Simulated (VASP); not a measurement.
# Ta (P6_3/mmc) in VASP: single point with LDA

Aim: the single point of Ta with LDA.

All numbers are computed with VASP 6.6.1; they aren't measurements. Logs are shortened: lines on timing, memory, paths and dates and some standing lists are left out, and cuts for length are marked.

### Step 1. The cell of the first run

The structure is hexagonal, space group P6_3/mmc (No. 194). Conventional cell: a = 2.967 Å, b = 2.967 Å, c = 4.806 Å, α = 90.00°, β = 90.00°, γ = 120.00°. Ta (site symmetry -6m2) has 12 Ta at 2.95 to 2.97 Å within 3.9 Å.

This isn't the form of Ta at room conditions, which is bcc.

### Step 2. Single point, LDA

INCAR

```
PREC = Accurate
ENCUT = 520
EDIFF = 1E-6
ISMEAR = -1
SIGMA = 0.05
LREAL = False
LASPH = True
NELM = 100
ALGO = Normal
ISIF = 2
LWAVE = False
LCHARG = False
NBANDS = 18
```

KPOINTS

```
regular mesh
0
Gamma
  12 12 6
```

POSCAR

```
Ta
1.0
    2.9669564710      0.0000000000      0.0000000000
   -1.4834782355      2.5694596758      0.0000000000
    0.0000000000      0.0000000000      4.8064694830
Ta
2
Direct
    0.3333333333      0.6666666667      0.2500000000
    0.6666666667      0.3333333333      0.7500000000
```

Potentials or basis: VASP PAW LDA potentials, release 64 (Ta_pv).

On the command line:

```
cat potpaw_LDA.64/Ta_pv/POTCAR > POTCAR
mpirun -np 1 vasp_std > vasp.out
```

OUTCAR:

```text
PREC = Accurate
   ENCUT = 520
   EDIFF = 1E-6
   ISMEAR = -1
   LREAL = False
   LASPH = True
   NELM = 100
   ISIF = 2

 ion  position               nearest neighbor table
   1  0.333  0.667  0.250-   2 2.95   2 2.95   2 2.95   2 2.95   2 2.95   2 2.95
   2  0.667  0.333  0.750-   1 2.95   1 2.95   1 2.95   1 2.95   1 2.95   1 2.95

  LATTYP: Found a hexagonal cell.
 ALAT       =     2.9669564710
 C/A-ratio  =     1.6200000000

  Lattice vectors:

 A1 = (   2.9669564710,   0.0000000000,   0.0000000000)
 A2 = (  -1.4834782355,   2.5694596758,   0.0000000000)
 A3 = (   0.0000000000,   0.0000000000,   4.8064694830)

Analysis of symmetry for initial positions (statically):
=====================================================================
 Subroutine PRICEL returns:
 Original cell was already a primitive cell.

 Routine SETGRP: Setting up the symmetry group for a
 hexagonal supercell.

 Subroutine GETGRP returns: Found 24 space group operations
 (whereof 12 operations were pure point group operations)
 out of a pool of 24 trial point group operations.

The static configuration has the point symmetry D_3d.
 The point group associated with its full space group is D_6h.

Analysis of symmetry for dynamics (positions and initial velocities):
=====================================================================
 Subroutine PRICEL returns:
 Original cell was already a primitive cell.

 Routine SETGRP: Setting up the symmetry group for a
 hexagonal supercell.

 Subroutine GETGRP returns: Found 24 space group operations
 (whereof 12 operations were pure point group operations)
 out of a pool of 24 trial point group operations.

The dynamic configuration has the point symmetry D_3d.
 The point group associated with its full space group is D_6h.

 Subroutine INISYM returns: Found 24 space group operations
 (whereof 12 operations are pure point group operations),
 and found     1 'primitive' translations

----------------------------------------------------------------------------------------

                                     Primitive cell

  volume of cell :      36.6420

  direct lattice vectors                    reciprocal lattice vectors
     2.966956471  0.000000000  0.000000000     0.337045727  0.194593441  0.000000000
    -1.483478236  2.569459676  0.000000000     0.000000000  0.389186882  0.000000000
     0.000000000  0.000000000  4.806469483     0.000000000  0.000000000  0.208052918

  length of vectors
     2.966956471  2.966956471  4.806469483     0.389186882  0.389186882  0.208052918

  position of ions in fractional coordinates (direct lattice)
     0.333333333  0.666666667  0.250000000
     0.666666667  0.333333333  0.750000000

  ion indices of the primitive-cell ions
   primitive index   ion index
                 1           1
                 2           2

----------------------------------------------------------------------------------------

 KPOINTS: regular mesh

Automatic generation of k-mesh.
 Grid dimensions read from file:
 generate k-points for:   12   12    6

 Generating k-lattice:

  Cartesian coordinates                     Fractional coordinates (reciprocal lattice)
     0.028087144  0.016216120  0.000000000     0.083333333  0.000000000  0.000000000
     0.000000000  0.032432240  0.000000000     0.000000000  0.083333333  0.000000000
     0.000000000  0.000000000  0.034675486     0.000000000  0.000000000  0.166666667

  Length of vectors
     0.032432240  0.032432240  0.034675486

  Shift w.r.t. Gamma in fractional coordinates (k-lattice)
     0.000000000  0.000000000  0.000000000

 Subroutine IBZKPT returns following result:
 ===========================================

 Found     76 irreducible k-points:

 Following reciprocal coordinates:
            Coordinates               Weight
  0.000000  0.000000  0.000000      1.000000
  0.083333 -0.000000  0.000000      6.000000
  0.166667 -0.000000  0.000000      6.000000
  0.250000 -0.000000  0.000000      6.000000
  0.333333 -0.000000  0.000000      6.000000
  0.416667 -0.000000  0.000000      6.000000
[... 16 lines left out ...]
  0.250000 -0.000000  0.166667     12.000000
  0.333333 -0.000000  0.166667     12.000000
 [... further k-points ...]
   k-points           NKPTS =     76   k-points in BZ     NKDIM =     76   number of bands    NBANDS=     18
   number of dos      NEDOS =    301   number of ions     NIONS =      2
   total plane-waves  NPLWV =  20736
   dimension x,y,z NGX =    24 NGY =   24 NGZ =   36
   dimension x,y,z NGXF=    48 NGYF=   48 NGZF=   72
   ions per type =               2
   NGX,Y,Z   is equivalent  to a cutoff of  13.45, 13.45, 12.45 a.u.
   NGXF,Y,Z  is equivalent  to a cutoff of  26.90, 26.90, 24.90 a.u.
 SYSTEM =  unknown system
   PREC   = accura    normal or accurate (medium, high low for compatibility)
   ISTART =      0    job   : 0-new  1-cont  2-samecut
   ICHARG =      2    charge: 1-file 2-atom 10-const
   ISPIN  =      1    spin polarized calculation?
   LNONCOLLINEAR =      F non collinear calculations
   LSORBIT =      F    spin-orbit coupling
   LASPH  =      T    aspherical Exc in radial PAW
   ENCUT  =  520.0 eV  38.22 Ry    6.18 a.u.   5.52  5.52  8.94*2*pi/ulx,y,z
   NELM   =    100;   NELMIN=  2; NELMDL= -5     # of ELM steps
   EDIFF  = 0.1E-05   stopping-criterion for ELM
   LREAL  =      F    real-space projection
   EDIFFG = 0.1E-04   stopping-criterion for IOM
   NSW    =      0    number of steps for IOM
   IBRION =     -1    ionic relax: 0-MD 1-quasi-New 2-CG
   NFREE  =      0    steps in history (QN), initial steepest desc. (CG)
   ISIF   =      2    stress and relaxation
   ISYM   =      2    0-nonsym 1-usesym 2-fastsym
   POTIM  = 0.5000    time-step for ionic-motion
   TEBEG  =    0.0;   TEEND  =   0.0 temperature during run
   PSTRESS=    0.0 pullay stress
   NELECT =      22.0000    total number of electrons
   NUPDOWN=      -1.0000    fix difference up-down
   EMIN   =  10.00;   EMAX   =-10.00  energy-range for DOS
   EFERMI =   0.00;   METHOD = LEGACY
   ISMEAR =    -1;   SIGMA  =   0.05  broadening in eV -4-tet -1-fermi 0-gaus
   EFERMI_NEDOS =   21; number of points for ismear=-14 and -15
   IALGO  =     38    algorithm
   IMIX   =      4    mixing-type and parameters
     AMIX     =   0.40;   BMIX     =  1.00
     AMIX_MAG =   1.60;   BMIX_MAG =  1.00
  volume/ion in A,a.u.               =      18.32       123.64
  Fermi-wavevector in a.u.,A,eV,Ry     =   1.381092  2.609886 25.951965  1.907416
  Thomas-Fermi vector in A             =   2.505909
   LORBIT       =      0    0 simple, 1 ext, 2 COOP (PROOUT), +10 PAW based schemes
   GGA     = CA    functional components
   LHFCALC =     F    Hartree Fock is set to
   AEXX    =    0.0000 exact exchange contribution
   IVDW    =     0    specifies the selected vdW correction
   LEPSILON=     F    determine dielectric tensor
   LRPA    =     F    only Hartree local field effects (RPA)
 non-spin polarized calculation
  energy-cutoff  :      520.00
  volume of cell :       36.64
 maximum number of plane-waves:      1014
 NGX is ok and might be reduce to    24
   NGX = 11   NGY = 11   NGZ = 17

 number of electron      21.9999999 magnetization

 Free energy of the ion-electron system (eV)
  ---------------------------------------------------
  ext. energy  EPLUGINS =         0.00000000
  ---------------------------------------------------
  free energy    TOTEN  =       -24.91582401 eV

  energy without entropy =      -24.89224729  energy(sigma->0) =      -24.90403565

 E-fermi :   5.7434     XC(G=0): -12.7053

 val. band max:        5.7413752669   @ k =   0.1667   0.0833   0.1667
 cond. band min:       5.7551678956   @ k =   0.5000  -0.0000   0.0000
 fundamental gap:      0.0137926287
 Fermi energy:         5.7433665284

 k-point     1 :       0.0000    0.0000    0.0000
  band No.  band energies     occupation
      1     -28.7782      2.00000
      2     -27.8513      2.00000
      3     -27.8513      2.00000
      4     -27.6951      2.00000
      5     -27.6951      2.00000
      6     -27.6297      2.00000
[... 10 lines left out ...]
     17      10.7560      0.00000
     18      10.7560      0.00000

 k-point     2 :       0.0833   -0.0000    0.0000
  band No.  band energies     occupation
      1     -28.7535      2.00000
      2     -27.9096      2.00000
      3     -27.8698      2.00000
      4     -27.7562      2.00000
      5     -27.7036      2.00000
      6     -27.6395      2.00000
[... 10 lines left out ...]
     17      10.9147      0.00000
     18      11.5030      0.00000

 k-point     3 :       0.1667   -0.0000    0.0000
  band No.  band energies     occupation
      1     -28.6830      2.00000
      2     -28.0685      2.00000
      3     -27.9189      2.00000
      4     -27.9181      2.00000
      5     -27.7281      2.00000
      6     -27.6696      2.00000
[... 10 lines left out ...]
     17      11.2364      0.00000
     18      13.0069      0.00000

 k-point     4 :       0.2500   -0.0000    0.0000
  band No.  band energies     occupation
      1     -28.5764      2.00000
      2     -28.2840      2.00000
      3     -28.1288      2.00000
      4     -27.9829      2.00000
      5     -27.7637      2.00000
      6     -27.7206      2.00000
[... 10 lines left out ...]
     17      11.5219      0.00000
     18      14.6478      0.00000

 k-point     5 :       0.3333   -0.0000    0.0000
  band No.  band energies     occupation
      1     -28.4968      2.00000
      2     -28.4507      2.00000
      3     -28.3290      2.00000
      4     -28.0446      2.00000
      5     -27.8007      2.00000
      6     -27.7904      2.00000
[... 10 lines left out ...]
     17      11.7034      0.00000
     18      14.6356      0.00000

 k-point     6 :       0.4167   -0.0000    0.0000
  band No.  band energies     occupation
      1     -28.6504      2.00000
      2     -28.4701      2.00000
      3     -28.3332      2.00000
      4     -28.0885      2.00000
      5     -27.8666      2.00000
      6     -27.8283      2.00000
[... 10 lines left out ...]
     17      11.7925      0.00000
     18      14.6807      0.00000

 k-point     7 :       0.5000   -0.0000    0.0000
  band No.  band energies     occupation
      1     -28.7061      2.00000
      2     -28.5208      2.00000
      3     -28.2777      2.00000
      4     -28.1044      2.00000
      5     -27.9070      2.00000
      6     -27.8385      2.00000
[... 10 lines left out ...]
     17      13.0309      0.00000
     18      13.1864      0.00000

 k-point     8 :       0.0833    0.0833    0.0000
  band No.  band energies     occupation
      1     -28.7059      2.00000
      2     -28.0070      2.00000
      3     -27.9347      2.00000
      4     -27.8396      2.00000
      5     -27.7283      2.00000
      6     -27.6595      2.00000
[... 10 lines left out ...]
     17      11.0888      0.00000
     18      12.6174      0.00000
[... 229 lines left out ...]
     17      12.2583      0.00000
     18      12.2583      0.00000

 k-point    20 :       0.0000    0.0000    0.1667
  band No.  band energies     occupation
      1     -28.7068      2.00000
      2     -27.8409      2.00000
      3     -27.8409      2.00000
      4     -27.7129      2.00000
      5     -27.7057      2.00000
      6     -27.7057      2.00000
[... 10 lines left out ...]
     17      10.8024      0.00000
     18      10.8024      0.00000

 k-point    21 :       0.0833   -0.0000    0.1667
  band No.  band energies     occupation
      1     -28.6863      2.00000
      2     -27.8972      2.00000
      3     -27.8588      2.00000
      4     -27.7944      2.00000
      5     -27.7149      2.00000
      6     -27.6917      2.00000
[... 10 lines left out ...]
     17      10.9202      0.00000
     18      11.2913      0.00000

 k-point    22 :       0.1667   -0.0000    0.1667
  band No.  band energies     occupation
      1     -28.6304      2.00000
      2     -28.0490      2.00000
      3     -27.9593      2.00000
      4     -27.9063      2.00000
      5     -27.7411      2.00000
      6     -27.7079      2.00000
[... 10 lines left out ...]
     17      11.1487      0.00000
     18      12.3281      0.00000

 k-point    23 :       0.2500   -0.0000    0.1667
  band No.  band energies     occupation
      1     -28.5637      2.00000
      2     -28.2422      2.00000
      3     -28.1620      2.00000
      4     -27.9685      2.00000
      5     -27.7786      2.00000
      6     -27.7447      2.00000
[... 10 lines left out ...]
     17      11.3391      0.00000
     18      13.3121      0.00000

 k-point    24 :       0.3333   -0.0000    0.1667
  band No.  band energies     occupation
      1     -28.5826      2.00000
      2     -28.3960      2.00000
      3     -28.2884      2.00000
      4     -28.0286      2.00000
      5     -27.8174      2.00000
      6     -27.7984      2.00000
[... 10 lines left out ...]
     17      11.4841      0.00000
     18      13.8502      0.00000

 [... further k-points ...]

------------------------ aborting loop because EDIFF is reached ----------------------------------------

  FORCE on cell =-STRESS in cart. coord.  units (eV):
  Direction    XX          YY          ZZ          XY          YZ          ZX
  --------------------------------------------------------------------------------------
  -------------------------------------------------------------------------------------
  Total       -2.3404068     -2.3404068      0.1098629     -0.0000000      0.0000000      0.0000000
  in kB     -102.3346647   -102.3346647      4.8037742     -0.0000000      0.0000000      0.0000000
  external PRESSURE =     -66.6218517 kB  Pullay stress =       0.0000000 kB

 VOLUME and BASIS-vectors are now :
 -----------------------------------------------------------------------------
  energy-cutoff  :      520.00
  volume of cell :       36.64
      direct lattice vectors                 reciprocal lattice vectors
     2.966956471  0.000000000  0.000000000     0.337045727  0.194593441  0.000000000
    -1.483478236  2.569459676  0.000000000     0.000000000  0.389186882  0.000000000
     0.000000000  0.000000000  4.806469483     0.000000000  0.000000000  0.208052918

 POSITION                                       TOTAL-FORCE (eV/Angst)
 -----------------------------------------------------------------------------------
     -0.00000      1.71297      1.20162        -0.000000      0.000000      0.000000
      1.48348      0.85649      3.60485         0.000000     -0.000000      0.000000
 -----------------------------------------------------------------------------------
    total drift:                               -0.000000      0.000000     -0.000000

  FREE ENERGIE OF THE ION-ELECTRON SYSTEM (eV)
  ---------------------------------------------------
  free  energy   TOTEN  =       -24.9158240109 eV

  energy  without entropy=      -24.8922472892  energy(sigma->0) =      -24.90403565
```

It took 52 s on 1 thread of Intel Xeon 8259CL, shared host; peak memory 0.17 GiB.

What came out:

```
Free energy            : -24.9158 eV
Pressure               : -6.7 GPa
Band gap on the k mesh : zero (bands 11 and 12 overlap by 2.21 eV)
```

Caveat: the cell stands under tension; spin-orbit coupling is left out, which moves the levels of the heavy elements.
